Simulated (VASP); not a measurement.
Zr: single point with PBE

Crystal: Zr.

```xyz
1
Lattice="-0.4887 2.0390 2.0390 2.0390 -0.4887 2.0390 2.0390 2.0390 -0.4887" Properties=species:S:1:pos:R:3 pbc="T T T"
Zr    0.0000    0.0000    0.0000
```

This cell differs from its parent crystal: ratio of the length along [111] to the lengths across it x 0.71, volume and fractional coordinates fixed.

* Program: VASP 6.6.1
* Task: single point
* Functional: PBE
* Potentials or basis: VASP PAW PBE potentials, release 64 (Zr_sv)
* Cutoff: 520 eV
* k mesh: 20 × 20 × 20
* Occupations: gaussian, width 0.15 eV
* Spin: no spin polarisation

```
Pressure               : 2.1 GPa
Band gap on the k mesh : zero (bands 6 and 7 overlap by 1.98 eV)
```

Stress tensor (GPa, compression positive):
```
2.14 6.16 6.16
6.16 2.14 6.16
6.16 6.16 2.14
```

Levels at points of the mesh, in eV from the Fermi level:
```tsv
k point	band 4	band 5	band 6	band 7	band 8	band 9
(0.00, 0.00, 0.00)	-25.56	-5.17	-0.77	-0.77	4.67	4.84
(0.50, 0.00, 0.00)	-25.64	-2.41	-0.51	0.81	3.64	4.43
(0.50, 0.50, 0.00)	-25.71	-2.94	-1.39	3.89	4.45	4.67
(0.50, 0.50, 0.50)	-26.42	-2.63	-0.30	-0.30	4.85	7.27
```

It took 2.2 min on 1 thread of Intel(R) Xeon(R) Platinum 8488C (Sapphire Rapids) (shared host), peak memory 0.31 GiB.
